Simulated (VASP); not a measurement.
Crystal: Mg2C.

```
Mg C
1.0
     3.31272   -0.03536   -0.03273
    -0.03536    3.27915    0.01430
    -0.08472    0.03702    8.64744
Mg C
4 2
Direct
  0.00468 0.98886 0.99168
  0.01173 0.06270 0.50598
  0.53954 0.46354 0.25608
  0.45368 0.47601 0.73549
  0.00802 0.00742 0.26078
  0.98235 0.00148 0.75000
```

| Item | Value |
| --- | --- |
| Program | VASP 6.6.1 |
| Task | relaxation of cell and atoms |
| Functional | PBE |
| Potentials or basis | VASP PAW PBE potentials, release 64 (Mg, C) |
| Cutoff | 600 eV |
| k mesh | 6 × 6 × 4 |
| Occupations | gaussian, width 0.2 eV |
| Spin | no spin polarisation |

At the start: pressure 1.2 GPa; volume 15.65 Å³/atom.

Problem. How do energy, volume and symmetry change on relaxing?

Solution. Over 18 steps the energy falls by 65.4 meV/atom; space group P1 (No. 1, to 0.1 Å) before, Pmmm (No. 47, to 0.1 Å).

Step by step:
```
step  energy change (eV)  largest force (eV/Å)  pressure (GPa)  volume (Å³)
   1              0.0000                1.2959            1.21        93.91
   2             -0.2105                0.6892           -1.03        95.53
   3             -0.2627                0.4559           -2.30        96.92
   4             -0.3304                0.3424            0.01        93.72
   5             -0.3349                0.3495            0.84        92.74
   6             -0.3637                0.2532            0.53        93.07
   7             -0.3685                0.2782            0.40        93.25
   8             -0.3792                0.1520           -0.24        94.09
   9             -0.3792                0.1572           -0.28        94.14
  10             -0.3833                0.0995           -0.01        93.85
  11             -0.3846                0.0838            0.26        93.60
  12             -0.3877                0.0901            0.05        93.80
  13             -0.3887                0.1196           -0.15        94.00
  14             -0.3908                0.0693           -0.09        93.88
  15             -0.3912                0.0559           -0.05        93.82
  16             -0.3921                0.0314            0.12        93.66
  17             -0.3921                0.0310            0.14        93.63
  18             -0.3924                0.0206           -0.06        93.89
```

Final structure:
```cif
data_structure
_symmetry_space_group_name_H-M 'P 1'
_symmetry_Int_Tables_number 1
_cell_length_a 3.4455
_cell_length_b 3.1750
_cell_length_c 8.5823
_cell_angle_alpha 90.017
_cell_angle_beta 90.010
_cell_angle_gamma 90.013
_cell_volume 93.89
loop_
_atom_site_label
_atom_site_type_symbol
_atom_site_fract_x
_atom_site_fract_y
_atom_site_fract_z
_atom_site_occupancy
Mg1 Mg 0.99962 0.99816 0.99990 1
Mg2 Mg 0.99968 0.99871 0.49996 1
Mg3 Mg 0.50155 0.49975 0.24995 1
Mg4 Mg 0.49849 0.50154 0.75010 1
C1 C 0.00239 0.99994 0.24998 1
C2 C 0.99827 0.00190 0.75011 1
```
